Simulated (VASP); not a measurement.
Input of a VASP 6.6.1 run:

Contents of INCAR:

```
PREC = Accurate ; ENCUT = 520
EDIFF = 1E-7 ; ISMEAR = -5
SIGMA = 0.05 ; LREAL = F
LASPH = T ; NELM = 100
ALGO = Normal ; ISIF = 2
LWAVE = F ; LCHARG = T
GGA = CA ; LELF = T
LVHAR = T ; NBANDS = 11
```

File KPOINTS:

```
Automatic mesh
0
Gamma
  11 11 11
```

The input POSCAR:

```
MgO
1.0
    0.0000000000      2.0970013927      2.0970013927
    2.0970013927      0.0000000000      2.0970013927
    2.0970013927      2.0970013927      0.0000000000
Mg O
1 1
Direct
    0.0000000000      0.0000000000      0.0000000000
    0.5000000000      0.5000000000      0.5000000000
```

Potentials or basis: VASP PAW LDA potentials, release 64 (Mg, O).

The run is started by

```bash
$ cat potpaw_LDA.64/Mg/POTCAR potpaw_LDA.64/O/POTCAR > POTCAR
$ mpirun -np 1 vasp_std > vasp.out
```

Task: Estimate the band gap on the k mesh.

Result: 4.78 eV, direct.

Task: Predict the pressure.

Result: -5.8 GPa.

As with any semilocal functional, this LDA gap is likely too small.
